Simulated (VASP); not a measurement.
Runs of VASP 6.6.1 on SrAl3. The structure is that of space group Pm-3m (No. 221), or close to it. The cells are those of the table. 

| level | potentials or basis | cell | gap on the mesh (eV) | pressure (GPa) |
| --- | --- | --- | --- | --- |
| r2SCAN | VASP PAW PBE potentials, release 64 (Sr_sv, Al) | a = 4.474 Å, 4 atoms | none | -0.5 |
| PBE | VASP PAW PBE potentials, release 64 (Sr_sv, Al) | a = 4.413 Å, 4 atoms | none | 2.1 |
| PBE | VASP PAW PBE potentials, release 64 (Sr_sv, Al) | a = 4.390 Å, 4 atoms | none | 3.1 |
| PBEsol | VASP PAW PBE potentials, release 64 (Sr_sv, Al) | a = 4.474 Å, 4 atoms | none | -1.7 |
| PBE | VASP PAW PBE potentials, release 64 (Sr_sv, Al) | a = 4.474 Å, 4 atoms | none | (b) |
| PBE | VASP PAW PBE potentials, release 64 (Sr_sv, Al) | a = 4.576 Å, 4 atoms | none | -2.7 |
| PBE | VASP PAW PBE potentials, release 64 (Sr_sv, Al) | a = 4.468 Å, 4 atoms | none | 0.2 |
| PBE | VASP PAW PBE potentials, release 64 (Sr_sv, Al) | a = 4.533 Å, 4 atoms | none | -1.7 |
| PBE | VASP PAW PBE potentials, release 64 (Sr_sv, Al) | a = 4.618 Å, 4 atoms | none | (a) |
| PBE | VASP PAW PBE potentials, release 64 (Sr_sv, Al) | a = 4.444 Å, 4 atoms | none | (c) |
| PBE | VASP PAW PBE potentials, release 64 (Sr_sv, Al) | a = 4.503 Å, 4 atoms | none | -0.9 |
| LDA | VASP PAW LDA potentials, release 64 (Sr_sv, Al) | a = 4.474 Å, 4 atoms | none | -3.0 |

Alike in all rows: task single point; no spin polarisation; k mesh 8 × 8 × 8; cutoff (eV) 520; smearing gaussian 0.05 eV.

Q: Fill in the values left out.

A: (a) -3.5; (b) 0.0; (c) 1.0.

Caveats: the PAW data sets were made with another functional, which shifts forces and pressure a little (at least some runs); the cell stands under tension (at least some runs); the cell stands under pressure (at least some runs).

A k mesh can miss the band edges, and the runs leave out spin-orbit coupling on Sr.

A gap of «none» marks levels without a gap at the run's occupations.
